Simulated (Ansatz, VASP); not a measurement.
**One calculation of W, two programs**

```
CELL_PARAMETERS angstrom
-1.60818 1.60818 1.60818
1.60818 -1.60818 1.60818
1.60818 1.60818 -1.60818
ATOMIC_POSITIONS crystal
W 0.00000 0.00000 0.00000
```

Alike in both runs: task single point; functional PBE; k mesh 8 × 8 × 8; no spin polarisation.

```csv
,VASP,Ansatz
version,VASP 6.6.1,Ansatz 0.2.0
potentials or method,"VASP PAW PBE potentials, release 64 (W_sv), cutoff 520 eV",PAW plane waves
occupations,"fermi-dirac, width 0.1 eV",fermi-dirac
valence electrons in the cell,14,14
```

|  | VASP | Ansatz | Ansatz less VASP |
| --- | --- | --- | --- |
| gap on the k mesh at the Fermi level (eV) | none | none | - |
| pressure (GPa) | -8.1 | -8.5 | -0.39 |

A gap of «none» marks a metal or a gap that the smearing closes.

Spin-orbit coupling is off throughout.
